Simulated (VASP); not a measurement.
# GaSb (F-43m) in VASP: further runs, part 2 of 2

VASP 6.6.1. The steps go on from the part before.

### 3 Single point, PBEsol (volume scaled by 0.97)

The input, INCAR:

```
SYSTEM = GaSb
PREC = Accurate
ENCUT = 500
EDIFF = 1E-6
ISMEAR = 0
SIGMA = 0.1
LREAL = .FALSE.
LASPH = .TRUE.
NELM = 120
ALGO = Normal
ISIF = 2
LWAVE = .FALSE.
LCHARG = .TRUE.
GGA = PS
LELF = .TRUE.
LVHAR = .TRUE.
NBANDS = 16
GGA_COMPAT = .FALSE.
```

The input, KPOINTS:

```
regular mesh
0
G
  12 12 12
  0 0 0
```

The input, POSCAR:

```
GaSb
1.0
    0.0000000000      3.0247473699      3.0247473699
    3.0247473699      0.0000000000      3.0247473699
    3.0247473699      3.0247473699      0.0000000000
Ga Sb
1 1
Direct
    0.0000000000      0.0000000000      0.0000000000
    0.2500000000      0.2500000000      0.2500000000
```

Potentials or basis: VASP PAW PBE potentials, release 64 (Ga_d, Sb).

Run with:

```
$ cat potpaw_PBE.64/Ga_d/POTCAR potpaw_PBE.64/Sb/POTCAR > POTCAR
$ mpirun -np 1 vasp_std > vasp.out
```

OUTCAR:

```text
SYSTEM = GaSb
   PREC = Accurate
   ENCUT = 500
   EDIFF = 1E-6
   ISMEAR = 0
   LREAL = .FALSE.
   LASPH = .TRUE.
   NELM = 120
   ISIF = 2
   GGA = PS

 ion  position               nearest neighbor table
   1  0.000  0.000  0.000-   2 2.62   2 2.62   2 2.62   2 2.62
   2  0.250  0.250  0.250-   1 2.62   1 2.62   1 2.62   1 2.62

  LATTYP: Found a face centered cubic cell.
 ALAT       =     6.0494947398

  Lattice vectors:

 A1 = (   0.0000000000,   3.0247473699,   3.0247473699)
 A2 = (   3.0247473699,   0.0000000000,   3.0247473699)
 A3 = (   3.0247473699,   3.0247473699,   0.0000000000)

Analysis of symmetry for initial positions (statically):
=====================================================================
 Subroutine PRICEL returns:
 Original cell was already a primitive cell.

 Routine SETGRP: Setting up the symmetry group for a
 face centered cubic supercell.

 Subroutine GETGRP returns: Found 24 space group operations
 (whereof 24 operations were pure point group operations)
 out of a pool of 48 trial point group operations.

The static configuration has the point symmetry T_d .

Analysis of symmetry for dynamics (positions and initial velocities):
=====================================================================
 Subroutine PRICEL returns:
 Original cell was already a primitive cell.

 Routine SETGRP: Setting up the symmetry group for a
 face centered cubic supercell.

 Subroutine GETGRP returns: Found 24 space group operations
 (whereof 24 operations were pure point group operations)
 out of a pool of 48 trial point group operations.

The dynamic configuration has the point symmetry T_d .

 Subroutine INISYM returns: Found 24 space group operations
 (whereof 24 operations are pure point group operations),
 and found     1 'primitive' translations

----------------------------------------------------------------------------------------

                                     Primitive cell

  volume of cell :      55.3474

  direct lattice vectors                    reciprocal lattice vectors
     0.000000000  3.024747370  3.024747370    -0.165303061  0.165303061  0.165303061
     3.024747370  0.000000000  3.024747370     0.165303061 -0.165303061  0.165303061
     3.024747370  3.024747370  0.000000000     0.165303061  0.165303061 -0.165303061

  length of vectors
     4.277638753  4.277638753  4.277638753     0.286313301  0.286313301  0.286313301

  position of ions in fractional coordinates (direct lattice)
     0.000000000  0.000000000  0.000000000
     0.250000000  0.250000000  0.250000000

  ion indices of the primitive-cell ions
   primitive index   ion index
                 1           1
                 2           2

----------------------------------------------------------------------------------------

 KPOINTS: regular mesh

Automatic generation of k-mesh.
 Grid dimensions read from file:
 generate k-points for:   12   12   12

 Generating k-lattice:

  Cartesian coordinates                     Fractional coordinates (reciprocal lattice)
    -0.013775255  0.013775255  0.013775255     0.083333333  0.000000000  0.000000000
     0.013775255 -0.013775255  0.013775255     0.000000000  0.083333333  0.000000000
     0.013775255  0.013775255 -0.013775255     0.000000000  0.000000000  0.083333333

  Length of vectors
     0.023859442  0.023859442  0.023859442

  Shift w.r.t. Gamma in fractional coordinates (k-lattice)
     0.000000000  0.000000000  0.000000000

 Subroutine IBZKPT returns following result:
 ===========================================

 Found     72 irreducible k-points:

 Following reciprocal coordinates:
            Coordinates               Weight
  0.000000  0.000000  0.000000      1.000000
  0.083333  0.000000  0.000000      8.000000
  0.166667  0.000000  0.000000      8.000000
  0.250000  0.000000  0.000000      8.000000
  0.333333  0.000000  0.000000      8.000000
  0.416667  0.000000  0.000000      8.000000
[... 16 lines left out ...]
  0.500000  0.166667  0.000000     24.000000
 -0.416667  0.166667  0.000000     24.000000
 [... further k-points ...]
   k-points           NKPTS =     72   k-points in BZ     NKDIM =     72   number of bands    NBANDS=     16
   number of dos      NEDOS =    301   number of ions     NIONS =      2
   total plane-waves  NPLWV =  32768
   dimension x,y,z NGX =    32 NGY =   32 NGZ =   32
   dimension x,y,z NGXF=    64 NGYF=   64 NGZF=   64
   ions per type =               1   1
   NGX,Y,Z   is equivalent  to a cutoff of  12.44, 12.44, 12.44 a.u.
   NGXF,Y,Z  is equivalent  to a cutoff of  24.87, 24.87, 24.87 a.u.
 SYSTEM =  GaSb
   PREC   = accura    normal or accurate (medium, high low for compatibility)
   ISTART =      0    job   : 0-new  1-cont  2-samecut
   ICHARG =      2    charge: 1-file 2-atom 10-const
   ISPIN  =      1    spin polarized calculation?
   LNONCOLLINEAR =      F non collinear calculations
   LSORBIT =      F    spin-orbit coupling
   LASPH  =      T    aspherical Exc in radial PAW
   ENCUT  =  500.0 eV  36.75 Ry    6.06 a.u.   7.80  7.80  7.80*2*pi/ulx,y,z
   NELM   =    120;   NELMIN=  2; NELMDL= -5     # of ELM steps
   EDIFF  = 0.1E-05   stopping-criterion for ELM
   LREAL  =      F    real-space projection
   EDIFFG = 0.1E-04   stopping-criterion for IOM
   NSW    =      0    number of steps for IOM
   IBRION =     -1    ionic relax: 0-MD 1-quasi-New 2-CG
   NFREE  =      0    steps in history (QN), initial steepest desc. (CG)
   ISIF   =      2    stress and relaxation
   ISYM   =      2    0-nonsym 1-usesym 2-fastsym
   POTIM  = 0.5000    time-step for ionic-motion
   TEBEG  =    0.0;   TEEND  =   0.0 temperature during run
   PSTRESS=    0.0 pullay stress
   NELECT =      18.0000    total number of electrons
   NUPDOWN=      -1.0000    fix difference up-down
   EMIN   =  10.00;   EMAX   =-10.00  energy-range for DOS
   EFERMI =   0.00;   METHOD = LEGACY
   ISMEAR =     0;   SIGMA  =   0.10  broadening in eV -4-tet -1-fermi 0-gaus
   EFERMI_NEDOS =   21; number of points for ismear=-14 and -15
   IALGO  =     38    algorithm
   IMIX   =      4    mixing-type and parameters
     AMIX     =   0.40;   BMIX     =  1.00
     AMIX_MAG =   1.60;   BMIX_MAG =  1.00
  volume/ion in A,a.u.               =      27.67       186.75
  Fermi-wavevector in a.u.,A,eV,Ry     =   1.125814  2.127480 17.244795  1.267457
  Thomas-Fermi vector in A             =   2.262493
   LORBIT       =      0    0 simple, 1 ext, 2 COOP (PROOUT), +10 PAW based schemes
   GGA     = PS    functional components
   LHFCALC =     F    Hartree Fock is set to
   AEXX    =    0.0000 exact exchange contribution
   IVDW    =     0    specifies the selected vdW correction
   LEPSILON=     F    determine dielectric tensor
   LRPA    =     F    only Hartree local field effects (RPA)
 non-spin polarized calculation
 Gauss-broadening in eV      SIGMA  =   0.10
  energy-cutoff  :      500.00
  volume of cell :       55.35
 maximum number of plane-waves:      1424
   NGX = 15   NGY = 15   NGZ = 15

 number of electron      17.9999989 magnetization

 Free energy of the ion-electron system (eV)
  ---------------------------------------------------
  ext. energy  EPLUGINS =         0.00000000
  ---------------------------------------------------
  free energy    TOTEN  =        -8.14516729 eV

  energy without entropy =       -8.14513862  energy(sigma->0) =       -8.14515296

 E-fermi :   5.2171     XC(G=0):  -9.4147

 val. band max:        5.0810344382   @ k =   0.0000   0.0000   0.0000
 cond. band min:       5.3148507792   @ k =   0.0000   0.0000   0.0000
 fundamental gap:      0.2338163409
 Fermi energy:         5.2171014546

 k-point     1 :       0.0000    0.0000    0.0000
  band No.  band energies     occupation
      1      -9.9860      2.00000
      2      -9.9860      2.00000
      3      -9.9860      2.00000
      4      -9.9301      2.00000
      5      -9.9301      2.00000
      6      -6.6634      2.00000
[... 8 lines left out ...]
     15      13.7482      0.00000
     16      13.7482      0.00000

 k-point     2 :       0.0833    0.0000    0.0000
  band No.  band energies     occupation
      1      -9.9883      2.00000
      2      -9.9850      2.00000
      3      -9.9850      2.00000
      4      -9.9303      2.00000
      5      -9.9303      2.00000
      6      -6.5886      2.00000
[... 8 lines left out ...]
     15      13.1689      0.00000
     16      13.1689      0.00000
[... 387 lines left out ...]
      5      -9.9292      2.00000
      6      -4.8052      2.00000
[... 8 lines left out ...]
     15      14.9390      0.00000
     16      15.1059      0.00000

 k-point    24 :      -0.4167    0.1667    0.0000
  band No.  band energies     occupation
      1     -10.0219      2.00000
      2      -9.9712      2.00000
      3      -9.9700      2.00000
      4      -9.9321      2.00000
      5      -9.9304      2.00000
      6      -4.7423      2.00000
[... 8 lines left out ...]
     15      13.8138      0.00000
     16      14.2175      0.00000

 [... further k-points ...]
[... 5 lines left out ...]
  --------------------------------------------------------------------------------------
  -------------------------------------------------------------------------------------
  Total        0.6157738      0.6157738      0.6157738      0.0000000      0.0000000     -0.0000000
  in kB       17.8252011     17.8252011     17.8252011      0.0000000      0.0000000     -0.0000000
  external PRESSURE =      17.8252011 kB  Pullay stress =       0.0000000 kB

 VOLUME and BASIS-vectors are now :
 -----------------------------------------------------------------------------
  energy-cutoff  :      500.00
  volume of cell :       55.35
      direct lattice vectors                 reciprocal lattice vectors
     0.000000000  3.024747370  3.024747370    -0.165303061  0.165303061  0.165303061
     3.024747370  0.000000000  3.024747370     0.165303061 -0.165303061  0.165303061
     3.024747370  3.024747370  0.000000000     0.165303061  0.165303061 -0.165303061

 POSITION                                       TOTAL-FORCE (eV/Angst)
 -----------------------------------------------------------------------------------
      0.00000      0.00000      0.00000         0.000000      0.000000      0.000000
      1.51237      1.51237      1.51237        -0.000000     -0.000000     -0.000000
 -----------------------------------------------------------------------------------
    total drift:                                0.000000      0.000000      0.000001

  FREE ENERGIE OF THE ION-ELECTRON SYSTEM (eV)
  ---------------------------------------------------
  free  energy   TOTEN  =        -8.1451672939 eV

  energy  without entropy=       -8.1451386199  energy(sigma->0) =       -8.14515296
```

stdout:

```text
POSCAR found type information on POSCAR GaSb
 POSCAR found :  2 types and       2 ions
 scaLAPACK will be used
 -----------------------------------------------------------------------------
|                                                                             |
|                                                                             |
|     You enforced a specific xc type in the INCAR file but a different       |
|     I HOPE YOU KNOW WHAT YOU ARE DOING!                                     |
|                                                                             |
 -----------------------------------------------------------------------------

 LDA part: xc-table for (Slater+PW92), standard interpolation
 POSCAR, INCAR and KPOINTS ok, starting setup
 FFT: planning ... GRIDC
 FFT: planning ... GRID_SOFT
 FFT: planning ... GRID
 WAVECAR not read
 entering main loop
```

Wall time 45 s (1 thread of Intel Xeon Platinum 8259CL at 2.50GHz (Skylake/Cascade Lake), shared host); peak memory 0.21 GiB.

Results:

- Free energy: -8.1452 eV
- Pressure: 1.8 GPa
- Band gap on the k mesh: 0.23 eV, direct

Levels at points of the mesh, in eV from the valence-band top:
```
           k point  band 5  band 6  band 7  band 8  band 9  band 10  band 11  band 12  band 13  band 14
(0.00, 0.00, 0.00)  -15.01  -11.74    0.00    0.00    0.00     0.23     2.75     2.75     2.75     5.66
(0.50, 0.00, 0.00)  -15.01  -10.02   -6.57   -1.21   -1.21     0.42     3.72     3.72     6.29     9.45
(0.50, 0.50, 0.00)  -15.01   -9.14   -6.99   -2.71   -2.71     0.80     1.09     8.89     8.89    10.27
```

Caveat: the cell differs from its parent crystal (volume scaled by 0.97); the PAW data sets were made with another functional, which shifts forces and pressure a little; spin-orbit coupling is left out, which moves the levels of the heavy elements. A k mesh can miss the band edges.

### 4 Single point, PBEsol

This run uses another cell than the first one, of 28.53 Å³/atom, 1.064 times its volume.

The input, INCAR:

```
PREC = Accurate
ENCUT = 500
EDIFF = 1E-6
ISMEAR = 0
SIGMA = 0.1
LREAL = F
LASPH = T
NELM = 120
ALGO = Normal
ISIF = 2
LWAVE = F
LCHARG = F
GGA = PS
NBANDS = 16
GGA_COMPAT = F
```

The input, KPOINTS:

```
regular mesh
0
Gamma
  12 12 12
```

The input, POSCAR:

```
GaSb
1.0
    0.0000000000      3.0556142709      3.0556142709
    3.0556142709      0.0000000000      3.0556142709
    3.0556142709      3.0556142709      0.0000000000
Ga Sb
1 1
Direct
    0.0000000000      0.0000000000      0.0000000000
    0.2500000000      0.2500000000      0.2500000000
```

Potentials or basis: VASP PAW PBE potentials, release 64 (Ga_d, Sb).

Run with:

```
$ cat potpaw_PBE.64/Ga_d/POTCAR potpaw_PBE.64/Sb/POTCAR > POTCAR
$ mpirun -np 1 vasp_std > vasp.out
```

OUTCAR:

```text
PREC = Accurate
   ENCUT = 500
   EDIFF = 1E-6
   ISMEAR = 0
   LREAL = F
   LASPH = T
   NELM = 120
   ISIF = 2
   GGA = PS

 ion  position               nearest neighbor table
   1  0.000  0.000  0.000-   2 2.65   2 2.65   2 2.65   2 2.65
   2  0.250  0.250  0.250-   1 2.65   1 2.65   1 2.65   1 2.65

  LATTYP: Found a face centered cubic cell.
 ALAT       =     6.1112285418

  Lattice vectors:

 A1 = (   0.0000000000,   3.0556142709,   3.0556142709)
 A2 = (   3.0556142709,   0.0000000000,   3.0556142709)
 A3 = (   3.0556142709,   3.0556142709,   0.0000000000)
[... 623 lines left out ...]
      3     -10.2246      2.00000
      4     -10.1897      2.00000
      5     -10.1881      2.00000
      6      -4.9304      2.00000
[... 8 lines left out ...]
     15      13.4266      0.00000
     16      13.8183      0.00000

 [... further k-points ...]
[... 5 lines left out ...]
  --------------------------------------------------------------------------------------
  -------------------------------------------------------------------------------------
  Total        0.0334594      0.0334594      0.0334594     -0.0000000      0.0000000      0.0000000
  in kB        0.9395144      0.9395144      0.9395144     -0.0000000      0.0000000      0.0000000
  external PRESSURE =       0.9395144 kB  Pullay stress =       0.0000000 kB

 VOLUME and BASIS-vectors are now :
 -----------------------------------------------------------------------------
  energy-cutoff  :      500.00
  volume of cell :       57.06
      direct lattice vectors                 reciprocal lattice vectors
     0.000000000  3.055614271  3.055614271    -0.163633219  0.163633219  0.163633219
     3.055614271  0.000000000  3.055614271     0.163633219 -0.163633219  0.163633219
     3.055614271  3.055614271  0.000000000     0.163633219  0.163633219 -0.163633219

 POSITION                                       TOTAL-FORCE (eV/Angst)
 -----------------------------------------------------------------------------------
      0.00000      0.00000      0.00000        -0.000000     -0.000000     -0.000000
      1.52781      1.52781      1.52781         0.000000      0.000000      0.000000
 -----------------------------------------------------------------------------------
    total drift:                                0.000000      0.000000      0.000000

  FREE ENERGIE OF THE ION-ELECTRON SYSTEM (eV)
  ---------------------------------------------------
  free  energy   TOTEN  =        -8.1550061613 eV

  energy  without entropy=       -8.1548797443  energy(sigma->0) =       -8.15494295
```

stdout:

```text
POSCAR found type information on POSCAR GaSb
 POSCAR found :  2 types and       2 ions
 scaLAPACK will be used
 -----------------------------------------------------------------------------
|                                                                             |
|                                                                             |
|     You enforced a specific xc type in the INCAR file but a different       |
|     I HOPE YOU KNOW WHAT YOU ARE DOING!                                     |
|                                                                             |
 -----------------------------------------------------------------------------

 LDA part: xc-table for (Slater+PW92), standard interpolation
 POSCAR, INCAR and KPOINTS ok, starting setup
 FFT: planning ... GRIDC
 FFT: planning ... GRID_SOFT
 FFT: planning ... GRID
 WAVECAR not read
 entering main loop
```

Run time: 45 s. Hardware: 1 thread of Intel Xeon Platinum 8259CL at 2.50GHz (Skylake/Cascade Lake), shared host; peak memory 0.21 GiB.

Results:

- Free energy: -8.1550 eV
- Pressure: 0.1 GPa

Caveat: the PAW data sets were made with another functional, which shifts forces and pressure a little; spin-orbit coupling is left out, which moves the levels of the heavy elements.

### 5 Summary

```csv
cell,gap on the mesh (eV),pressure (GPa)
"a = 4.233 Å, angles 60.0°, 2 atoms",0.47,3.8
"a = 4.278 Å, angles 60.0°, 2 atoms",0.23,1.8
"a = 4.321 Å, angles 60.0°, 2 atoms",-,0.1
```

Alike in all rows: task single point; level PBEsol; potentials or basis VASP PAW PBE potentials, release 64 (Ga_d, Sb); no spin polarisation; k mesh 12 × 12 × 12; cutoff (eV) 500; smearing gaussian 0.1 eV.

Caveats: the PAW data sets were made with another functional, which shifts forces and pressure a little; spin-orbit coupling is left out, which moves the levels of the heavy elements.

Absolute energies hang on the potentials; compare differences alone.
